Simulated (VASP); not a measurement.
A run of VASP 6.6.1 is set up as follows.

INCAR

```
  PREC = Accurate
  ENCUT = 600
  EDIFF = 1E-7
  ISMEAR = 0
  SIGMA = 0.02
  LREAL = False
  LASPH = True
  NELM = 60
  ALGO = Normal
  ISIF = 3
  LWAVE = False
  LCHARG = False
  GGA = PE
  IVDW = 12
  IBRION = 2
  NSW = 70
  EDIFFG = -0.005
```

KPOINTS

```
regular mesh
0
Gamma
  6 6 6
```

POSCAR

```
SiO2
1.0
    0.0000000000      3.7303723276      3.7303723276
    3.7303723276      0.0000000000      3.7303723276
    3.7303723276      3.7303723276      0.0000000000
Si O
2 4
Direct
    0.5000000000      0.5000000000      0.5000000000
    0.7500000000      0.7500000000      0.7500000000
    0.6250000000      0.6250000000      0.6250000000
    0.1250000000      0.6250000000      0.6250000000
    0.6250000000      0.6250000000      0.1250000000
    0.6250000000      0.1250000000      0.6250000000
```

Potentials or basis: VASP PAW PBE potentials, release 64 (Si, O).

Command:

```sh
$ cat potpaw_PBE.64/Si/POTCAR potpaw_PBE.64/O/POTCAR > POTCAR
$ mpirun -np 1 vasp_std > vasp.out
```

Q: Predict the space group after relaxing (to 0.05 Å).

A: Fd-3m (No. 227).

Q: Estimate the band gap on the k mesh.

A: 5.40 eV, indirect (least direct gap 5.41 eV).

Q: What does it give for the dispersion energy per atom?

A: -0.098 eV.

Step by step:
```csv
step,energy change (eV),largest force (eV/Å),pressure (GPa),volume (Å³)
1,0.0000,0.0000,-1.15,103.82
2,0.0018,0.0000,1.50,101.97
3,-0.0030,0.0000,0.01,103.00
```

A k mesh can miss the band edges. A hybrid or GW would open this gap; PBE tends to underestimate it.
